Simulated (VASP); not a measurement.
Here is a VASP 6.6.1 calculation.

Contents of POSCAR:

```
Fe
1.0
   -1.3650158294      1.3650158294      1.3650158294
    1.3650158294     -1.3650158294      1.3650158294
    1.3650158294      1.3650158294     -1.3650158294
Fe
1
Direct
    0.0000000000      0.0000000000      0.0000000000
```

File INCAR.step1:

```
PREC = Accurate ; ENCUT = 660
ISMEAR = -1 ; SIGMA = 0.6
LREAL = False ; LASPH = True
NELM = 120 ; NBANDS = 10
GGA = PE ; ALGO = Normal
EDIFF = 1E-5 ; LWAVE = True
LCHARG = False ; GGA_COMPAT = False
```

Contents of INCAR.step2:

```
PREC = Accurate ; ENCUT = 660
EDIFF = 1E-6 ; ISMEAR = -1
SIGMA = 0.6 ; LREAL = False
LASPH = True ; NELM = 120
ALGO = Normal ; ISIF = 2
LWAVE = False ; LCHARG = False
METAGGA = R2SCAN ; LMIXTAU = True
NBANDS = 10 ; ISTART = 1
GGA_COMPAT = False
```

KPOINTS

```
Automatic mesh
0
Gamma
  16 16 16
```

Potentials or basis: VASP PAW PBE potentials, release 64 (Fe).

Run with:

```sh
$ cat potpaw_PBE.64/Fe/POTCAR > POTCAR
$ cp INCAR.step1 INCAR
$ mpirun -np 1 vasp_std > vasp.out
$ cp INCAR.step2 INCAR
$ mpirun -np 1 vasp_std > vasp.out
```

Task: What does it give for the pressure?

Result: 16.7 GPa.

Task: Predict the band gap on the k mesh.

Result: Zero (band 4 reaches 8.15 eV, above the bottom of band 5 at 6.01 eV).

Caveat: the PAW data sets were made with another functional, which shifts forces and pressure a little; the run has no spin polarisation, though such a crystal can be magnetic. Spin polarisation is off, so any magnetic state and its effect on volume and gap are missing.
